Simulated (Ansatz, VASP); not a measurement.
One calculation of Ta, two programs

```xyz
1
Lattice="-1.6513 1.6513 1.6513 1.6513 -1.6513 1.6513 1.6513 1.6513 -1.6513" Properties=species:S:1:pos:R:3 pbc="T T T"
Ta    0.0000    0.0000    0.0000
```

Alike in both runs: task relaxation of cell and atoms; functional BLYP; k mesh 11 × 11 × 11; occupations fermi-dirac, width 0.05 eV; no spin polarisation.

```csv
,VASP,Ansatz
version,VASP 6.6.1,Ansatz 0.2.0
potentials or method,"VASP PAW PBE potentials, release 64 (Ta_sv_GW)",Ansatz PAW
plane-wave cutoff (eV),500,420
valence electrons in the cell,13,13
```

|  | VASP | Ansatz | Ansatz less VASP |
| --- | --- | --- | --- |
| gap on the k mesh at the Fermi level, each at its own relaxed structure (eV) | none | none | - |
| relaxed volume (Å³/atom) | 18.76 | 18.82 | +0.060 |
| relaxed cell length with the largest relative difference (Å) | 2.899 | 2.902 | +0.0031 |

VASP's potentials were made for PBE, not for BLYP. A gap of «none» marks a metal or a gap that the smearing closes.

Spin-orbit coupling is off throughout. Noted on Ansatz's run: the plane-wave basis is chosen anew once the cell has moved, so the energies of steps on either side of that aren't comparable.
